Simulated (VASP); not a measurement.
GaN: single point with PBEsol

GaN:

```
Ga N
1.0
     0.00000    2.27164    2.22438
     2.27164    0.00000    2.22438
     2.27164    2.27164    0.00000
Ga N
1 1
Cartesian
  0.0000 0.0000 0.0000
  1.1358 1.1358 1.1122
```

* Program: VASP 6.6.1
* Task: single point
* Functional: PBEsol
* Potentials or basis: VASP PAW PBE potentials, release 64 (Ga_d, N)
* Cutoff: 600 eV
* k mesh: 6 × 6 × 6
* Occupations: gaussian, width 0.01 eV
* Spin: no spin polarisation
* Dipole correction: no
* Further INCAR settings: ALGO = Normal; EDIFF = 1e-06; NBANDS = 16

```
Pressure               : -2.1 GPa
Band gap on the k mesh : 1.60 eV
```

Stress tensor (GPa, compression positive):
```
-2.94  0.00  0.00
 0.00 -2.94  0.00
 0.00  0.00 -0.43
```

Levels at points of the mesh, in eV from the valence-band top:
```csv
k point,band 7,band 8,band 9,band 10,band 11,band 12
"(0.00, 0.00, 0.00)",-0.09,-0.09,0.00,1.60,10.08,10.14
"(0.50, 0.00, 0.00)",-7.16,-1.12,-0.96,4.46,8.55,10.03
"(0.50, 0.50, 0.00)",-6.08,-2.89,-2.89,3.07,6.25,11.68
"(0.50, 0.00, 0.50)",-6.31,-2.74,-2.73,3.20,6.59,11.39
```

Run time: 36 s on 1 thread of Intel Xeon 8259CL, on a shared host, peak memory 0.16 GiB.

Caveat: the PAW data sets were made with another functional, which shifts forces and pressure a little.
